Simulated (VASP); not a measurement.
# WS2 (Fm-3m) in VASP: electric field gradients with PBE

Aim: the electric field gradients of WS2 with PBE.

Everything below comes from runs of VASP 6.6.1. Logs are shortened: lines on timing, memory, paths and dates and some standing lists are left out, and cuts for length are marked.

### 1 The cell of the first run

The structure is cubic, space group Fm-3m (No. 225). Conventional cell: a = 6.016 Å, b = 6.016 Å, c = 6.016 Å, α = 90.00°, β = 90.00°, γ = 90.00°. W (site symmetry m-3m) has 8 S at 2.60 Å within 3.4 Å. Within 3.4 Å of S (site symmetry -43m) lie 4 W at 2.60 Å and 6 S at 3.01 Å.

### 2 Electric field gradients, PBE

File INCAR:

```
  ALGO = Normal
  EDIFF = 1E-8
  ENCUT = 400
  GGA = PE
  GGA_COMPAT = False
  ISIF = 2
  ISMEAR = -1
  LASPH = True
  LCHARG = False
  LEFG = True
  LREAL = False
  LWAVE = False
  NBANDS = 20
  NELM = 120
  PREC = Accurate
  SIGMA = 0.05
```

File KPOINTS:

```
k-points
0
Gamma
  8 8 8
```

File POSCAR:

```
WS2
1.0
    0.0000000000      3.0079352200      3.0079352200
    3.0079352200      0.0000000000      3.0079352200
    3.0079352200      3.0079352200      0.0000000000
W S
1 2
Direct
    0.0000000000      0.0000000000      0.0000000000
    0.2500000000      0.2500000000      0.2500000000
    0.7500000000      0.7500000000      0.7500000000
```

Potentials or basis: VASP PAW PBE potentials, release 64 (W_sv, S).

Launch:

```sh
$ cat potpaw_PBE.64/W_sv/POTCAR potpaw_PBE.64/S/POTCAR > POTCAR
$ mpirun -np 1 vasp_std > vasp.out
```

OUTCAR:

```text
EDIFF = 1E-8
   ENCUT = 400
   GGA = PE
   ISIF = 2
   ISMEAR = -1
   LASPH = True
   LREAL = False
   NELM = 120
   PREC = Accurate

 ion  position               nearest neighbor table
   1  0.000  0.000  0.000-   3 2.60   3 2.60   3 2.60   2 2.60   3 2.60   2 2.60   2 2.60   2 2.60

   2  0.250  0.250  0.250-   1 2.60   1 2.60   1 2.60   1 2.60
   3  0.750  0.750  0.750-   1 2.60   1 2.60   1 2.60   1 2.60

  LATTYP: Found a face centered cubic cell.
 ALAT       =     6.0158704400

  Lattice vectors:

 A1 = (   0.0000000000,   3.0079352200,   3.0079352200)
 A2 = (   3.0079352200,   0.0000000000,   3.0079352200)
 A3 = (   3.0079352200,   3.0079352200,   0.0000000000)

Analysis of symmetry for initial positions (statically):
=====================================================================
 Subroutine PRICEL returns:
 Original cell was already a primitive cell.

 Routine SETGRP: Setting up the symmetry group for a
 face centered cubic supercell.

 Subroutine GETGRP returns: Found 48 space group operations
 (whereof 48 operations were pure point group operations)
 out of a pool of 48 trial point group operations.

The static configuration has the point symmetry O_h .

Analysis of symmetry for dynamics (positions and initial velocities):
=====================================================================
 Subroutine PRICEL returns:
 Original cell was already a primitive cell.

 Routine SETGRP: Setting up the symmetry group for a
 face centered cubic supercell.

 Subroutine GETGRP returns: Found 48 space group operations
 (whereof 48 operations were pure point group operations)
 out of a pool of 48 trial point group operations.

The dynamic configuration has the point symmetry O_h .

 Subroutine INISYM returns: Found 48 space group operations
 (whereof 48 operations are pure point group operations),
 and found     1 'primitive' translations

----------------------------------------------------------------------------------------

                                     Primitive cell

  volume of cell :      54.4296

  direct lattice vectors                    reciprocal lattice vectors
     0.000000000  3.007935220  3.007935220    -0.166226984  0.166226984  0.166226984
     3.007935220  0.000000000  3.007935220     0.166226984 -0.166226984  0.166226984
     3.007935220  3.007935220  0.000000000     0.166226984  0.166226984 -0.166226984

  length of vectors
     4.253862783  4.253862783  4.253862783     0.287913582  0.287913582  0.287913582

  position of ions in fractional coordinates (direct lattice)
     0.000000000  0.000000000  0.000000000
     0.250000000  0.250000000  0.250000000
     0.750000000  0.750000000  0.750000000

  ion indices of the primitive-cell ions
   primitive index   ion index
                 1           1
                 2           2
                 3           3

----------------------------------------------------------------------------------------

 KPOINTS: k-points

Automatic generation of k-mesh.
 Grid dimensions read from file:
 generate k-points for:    8    8    8

 Generating k-lattice:

  Cartesian coordinates                     Fractional coordinates (reciprocal lattice)
    -0.020778373  0.020778373  0.020778373     0.125000000  0.000000000  0.000000000
     0.020778373 -0.020778373  0.020778373     0.000000000  0.125000000  0.000000000
     0.020778373  0.020778373 -0.020778373     0.000000000  0.000000000  0.125000000

  Length of vectors
     0.035989198  0.035989198  0.035989198

  Shift w.r.t. Gamma in fractional coordinates (k-lattice)
     0.000000000  0.000000000  0.000000000

 Subroutine IBZKPT returns following result:
 ===========================================

 Found     29 irreducible k-points:

 Following reciprocal coordinates:
            Coordinates               Weight
  0.000000  0.000000  0.000000      1.000000
  0.125000  0.000000  0.000000      8.000000
  0.250000  0.000000  0.000000      8.000000
  0.375000  0.000000  0.000000      8.000000
  0.500000  0.000000  0.000000      4.000000
  0.125000  0.125000  0.000000      6.000000
[... 16 lines left out ...]
  0.500000  0.250000  0.125000     48.000000
 -0.375000  0.250000  0.125000     24.000000
 [... further k-points ...]
   k-points           NKPTS =     29   k-points in BZ     NKDIM =     29   number of bands    NBANDS=     20
   number of dos      NEDOS =    301   number of ions     NIONS =      3
   total plane-waves  NPLWV =  21952
   dimension x,y,z NGX =    28 NGY =   28 NGZ =   28
   dimension x,y,z NGXF=    56 NGYF=   56 NGZF=   56
   ions per type =               1   2
   NGX,Y,Z   is equivalent  to a cutoff of  10.94, 10.94, 10.94 a.u.
   NGXF,Y,Z  is equivalent  to a cutoff of  21.89, 21.89, 21.89 a.u.
 SYSTEM =  unknown system
   PREC   = accura    normal or accurate (medium, high low for compatibility)
   ISTART =      0    job   : 0-new  1-cont  2-samecut
   ICHARG =      2    charge: 1-file 2-atom 10-const
   ISPIN  =      1    spin polarized calculation?
   LNONCOLLINEAR =      F non collinear calculations
   LSORBIT =      F    spin-orbit coupling
   LASPH  =      T    aspherical Exc in radial PAW
   ENCUT  =  400.0 eV  29.40 Ry    5.42 a.u.   6.94  6.94  6.94*2*pi/ulx,y,z
   NELM   =    120;   NELMIN=  2; NELMDL= -5     # of ELM steps
   EDIFF  = 0.1E-07   stopping-criterion for ELM
   LREAL  =      F    real-space projection
   EDIFFG = 0.1E-06   stopping-criterion for IOM
   NSW    =      0    number of steps for IOM
   IBRION =     -1    ionic relax: 0-MD 1-quasi-New 2-CG
   NFREE  =      0    steps in history (QN), initial steepest desc. (CG)
   ISIF   =      2    stress and relaxation
   ISYM   =      2    0-nonsym 1-usesym 2-fastsym
   POTIM  = 0.5000    time-step for ionic-motion
   TEBEG  =    0.0;   TEEND  =   0.0 temperature during run
   PSTRESS=    0.0 pullay stress
   NELECT =      26.0000    total number of electrons
   NUPDOWN=      -1.0000    fix difference up-down
   EMIN   =  10.00;   EMAX   =-10.00  energy-range for DOS
   EFERMI =   0.00;   METHOD = LEGACY
   ISMEAR =    -1;   SIGMA  =   0.05  broadening in eV -4-tet -1-fermi 0-gaus
   EFERMI_NEDOS =   21; number of points for ismear=-14 and -15
   IALGO  =     38    algorithm
   IMIX   =      4    mixing-type and parameters
     AMIX     =   0.40;   BMIX     =  1.00
     AMIX_MAG =   1.60;   BMIX_MAG =  1.00
  volume/ion in A,a.u.               =      18.14       122.44
  Fermi-wavevector in a.u.,A,eV,Ry     =   1.279737  2.418353 22.282634  1.637727
  Thomas-Fermi vector in A             =   2.412205
   LORBIT       =      0    0 simple, 1 ext, 2 COOP (PROOUT), +10 PAW based schemes
   GGA     = PE    functional components
   LHFCALC =     F    Hartree Fock is set to
   AEXX    =    0.0000 exact exchange contribution
   IVDW    =     0    specifies the selected vdW correction
   LEPSILON=     F    determine dielectric tensor
   LRPA    =     F    only Hartree local field effects (RPA)
 non-spin polarized calculation
  energy-cutoff  :      400.00
  volume of cell :       54.43
 maximum number of plane-waves:       999
   NGX = 13   NGY = 13   NGZ = 13

 number of electron      26.0000006 magnetization

 Free energy of the ion-electron system (eV)
  ---------------------------------------------------
  ext. energy  EPLUGINS =         0.00000000
  ---------------------------------------------------
  free energy    TOTEN  =       -21.00384701 eV

  energy without entropy =      -20.96489667  energy(sigma->0) =      -20.98437184

 E-fermi :   7.2539     XC(G=0): -10.9953

 val. band max:        7.2097246583   @ k =  -0.2500   0.3750   0.1250
 cond. band min:       7.2600205642   @ k =   0.5000   0.2500   0.0000
 fundamental gap:      0.0502959059
 Fermi energy:         7.2538852899

 k-point     1 :       0.0000    0.0000    0.0000
  band No.  band energies     occupation
      1     -67.2630      2.00000
      2     -31.3999      2.00000
      3     -31.3999      2.00000
      4     -31.3999      2.00000
      5      -7.9821      2.00000
      6      -3.7436      2.00000
[... 12 lines left out ...]
     19      11.9824      0.00000
     20      11.9824      0.00000

 k-point     2 :       0.1250    0.0000    0.0000
  band No.  band energies     occupation
      1     -67.2629      2.00000
      2     -31.4027      2.00000
      3     -31.4003      2.00000
      4     -31.4003      2.00000
      5      -7.8307      2.00000
      6      -4.0270      2.00000
[... 12 lines left out ...]
     19      12.8429      0.00000
     20      12.8429      0.00000

 k-point     3 :       0.2500    0.0000    0.0000
  band No.  band energies     occupation
      1     -67.2628      2.00000
      2     -31.4094      2.00000
      3     -31.4014      2.00000
      4     -31.4014      2.00000
      5      -7.4077      2.00000
      6      -4.6425      2.00000
[... 12 lines left out ...]
     19      14.0406      0.00000
     20      14.0406      0.00000

 k-point     4 :       0.3750    0.0000    0.0000
  band No.  band energies     occupation
      1     -67.2627      2.00000
      2     -31.4161      2.00000
      3     -31.4024      2.00000
      4     -31.4024      2.00000
      5      -6.8105      2.00000
      6      -5.3104      2.00000
[... 12 lines left out ...]
     19      14.9487      0.00000
     20      15.3950      0.00000

 k-point     5 :       0.5000    0.0000    0.0000
  band No.  band energies     occupation
      1     -67.2627      2.00000
      2     -31.4189      2.00000
      3     -31.4028      2.00000
      4     -31.4028      2.00000
      5      -6.3356      2.00000
      6      -5.7865      2.00000
[... 12 lines left out ...]
     19      14.2765      0.00000
     20      16.1765      0.00000
[... 353 lines left out ...]
      6      -5.4292      2.00000
[... 12 lines left out ...]
     19      14.4688      0.00000
     20      15.3346      0.00000

 k-point    22 :       0.3750    0.2500    0.1250
  band No.  band energies     occupation
      1     -67.2628      2.00000
      2     -31.4114      2.00000
      3     -31.4047      2.00000
      4     -31.4026      2.00000
      5      -7.0620      2.00000
      6      -4.9485      2.00000
[... 12 lines left out ...]
     19      14.1373      0.00000
     20      15.7741      0.00000

 k-point    23 :       0.5000    0.2500    0.1250
  band No.  band energies     occupation
      1     -67.2627      2.00000
      2     -31.4150      2.00000
      3     -31.4071      2.00000
      4     -31.4037      2.00000
      5      -6.5290      2.00000
      6      -5.4120      2.00000
[... 12 lines left out ...]
     19      14.7101      0.00000
     20      16.2958      0.00000

 k-point    24 :      -0.3750    0.2500    0.1250
  band No.  band energies     occupation
      1     -67.2627      2.00000
      2     -31.4164      2.00000
      3     -31.4079      2.00000
      4     -31.4043      2.00000
      5      -6.0912      2.00000
      6      -5.7989      2.00000
[... 12 lines left out ...]
     19      14.4450      0.00000
     20      16.9618      0.00000

 [... further k-points ...]
[... 5 lines left out ...]
  --------------------------------------------------------------------------------------
  -------------------------------------------------------------------------------------
  Total       -3.0421431     -3.0421431     -3.0421431      0.0000000      0.0000000     -0.0000000
  in kB      -89.5477734    -89.5477734    -89.5477734      0.0000000      0.0000000     -0.0000000
  external PRESSURE =     -89.5477734 kB  Pullay stress =       0.0000000 kB

 VOLUME and BASIS-vectors are now :
 -----------------------------------------------------------------------------
  energy-cutoff  :      400.00
  volume of cell :       54.43
      direct lattice vectors                 reciprocal lattice vectors
     0.000000000  3.007935220  3.007935220    -0.166226984  0.166226984  0.166226984
     3.007935220  0.000000000  3.007935220     0.166226984 -0.166226984  0.166226984
     3.007935220  3.007935220  0.000000000     0.166226984  0.166226984 -0.166226984

 POSITION                                       TOTAL-FORCE (eV/Angst)
 -----------------------------------------------------------------------------------
      0.00000      0.00000      0.00000        -0.000000      0.000000     -0.000000
      1.50397      1.50397      1.50397         0.000000      0.000000      0.000000
      4.51190      4.51190      4.51190         0.000000     -0.000000     -0.000000
 -----------------------------------------------------------------------------------
    total drift:                               -0.000000     -0.000000      0.000000

  FREE ENERGIE OF THE ION-ELECTRON SYSTEM (eV)
  ---------------------------------------------------
  free  energy   TOTEN  =       -21.0038470141 eV

  energy  without entropy=      -20.9648966716  energy(sigma->0) =      -20.98437184

 Electric field gradients (V/A^2)
---------------------------------------------------------------------
 ion       V_xx      V_yy      V_zz      V_xy      V_xz      V_yz
---------------------------------------------------------------------
   1      -0.000    -0.000    -0.000    -0.001    -0.001    -0.001
   2      -0.000    -0.000     0.000    -0.001    -0.001    -0.001
   3      -0.000    -0.000     0.000    -0.001    -0.001    -0.001
---------------------------------------------------------------------

 Electric field gradients after diagonalization (V/A^2)
 (convention: |V_zz| > |V_xx| > |V_yy|)
----------------------------------------------------------------------
 ion       V_xx      V_yy      V_zz     asymmetry (V_yy - V_xx)/ V_zz
----------------------------------------------------------------------
   1       0.001     0.001    -0.002       0.000
   2       0.001     0.001    -0.001       0.000
   3       0.001     0.001    -0.001       0.000
----------------------------------------------------------------------

           NMR quadrupolar parameters

 Cq : quadrupolar parameter    Cq=e*Q*V_zz/h
 eta: asymmetry parameters     (V_yy - V_xx)/ V_zz
 Q  : nuclear electric quadrupole moment in mb (millibarn)
----------------------------------------------------------------------
 ion       Cq(MHz)       eta       Q (mb)
----------------------------------------------------------------------
   1      -0.000       0.000       1.000
   2      -0.000       0.000       1.000
   3      -0.000       0.000       1.000
----------------------------------------------------------------------
```

It took 24 s on 1 thread of Intel Xeon Platinum 8259CL at 2.50GHz (Skylake/Cascade Lake), shared host; peak memory 0.16 GiB.

What came out:

| Property | Result |
| --- | --- |
| Free energy | -21.0038 eV |
| Pressure | -9.0 GPa |
| Band gap on the k mesh | zero (bands 13 and 14 overlap by 1.07 eV) |
| Largest electric field gradient by atom | zero within the noise of the run |

Caveat: the cell stands under tension; spin-orbit coupling is left out, which moves the levels of the heavy elements.
